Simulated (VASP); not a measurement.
Here is a VASP 6.6.1 calculation.

Contents of INCAR:

```
PREC = Accurate ; ENCUT = 520
EDIFF = 1E-6 ; ISMEAR = -1
SIGMA = 0.06122561905347299 ; LREAL = False
LASPH = True ; NELM = 60
ALGO = Normal ; ISIF = 2
LWAVE = False ; LCHARG = True
GGA = PE ; LELF = True
LVHAR = True ; NBANDS = 7
```

KPOINTS

```
regular mesh
0
Gamma
  36 36 36
```

File POSCAR:

```
Mg
1.0
    3.0217435074      0.0000000000      0.0000000000
    0.0000000000      3.0217435074      0.0000000000
    0.0000000000      0.0000000000      3.0217435074
Mg
1
Direct
    0.0000000000      0.0000000000      0.0000000000
```

Potentials or basis: VASP PAW PBE potentials, release 64 (Mg).

Launch:

```sh
$ cat potpaw_PBE.64/Mg/POTCAR > POTCAR
$ mpirun -np 1 vasp_std > vasp.out
```

Question: Predict the band gap on the k mesh.

Answer: Zero (bands 1 and 2 overlap by 6.42 eV).

Question: Predict the pressure.

Answer: -0.1 GPa.
